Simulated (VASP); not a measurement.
The system is SnSe.

```xyz
2
Lattice="0.0000 3.3640 3.3640 3.3640 0.0000 3.3640 3.3640 3.3640 0.0000" Properties=species:S:1:pos:R:3 pbc="T T T"
Sn    0.0000    0.0000    0.0000
Se    1.6820    1.6820    1.6820
```

Base run:

- Program: VASP 6.6.1
- Functional: HSE06
- Potentials or basis: VASP PAW PBE potentials, release 64 (Sn_d, Se)
- Cutoff: 520 eV
- k mesh: 4 × 4 × 4
- Occupations: fermi-dirac, width 0.02 eV
- Spin: no spin polarisation

Its results: band gap on the k mesh 0.31 eV (least direct gap 1.05 eV); pressure 0.1 GPa.

Problem. After a change of settings the same cell gave: band gap on the k mesh 3.22 eV (least direct gap 4.11 eV); pressure -1.0 GPa. Which change was it?
A. functional from HSE06 to PBE
B. functional from HSE06 to PBE-based global hybrid with 75 % exact exchange; share of exact exchange from 0.25 to 0.75
C. functional from HSE06 to PBE-based global hybrid with 35 % exact exchange; share of exact exchange from 0.25 to 0.35
D. occupations from fermi-dirac, width 0.02 eV to gaussian, width 0.001 eV

Solution. B.

Caveats: the structure was generated, so it needn't be the stable form of SnSe; the PAW data sets were made with another functional, which shifts forces and pressure a little; spin-orbit coupling is left out, which moves the levels of the heavy elements.
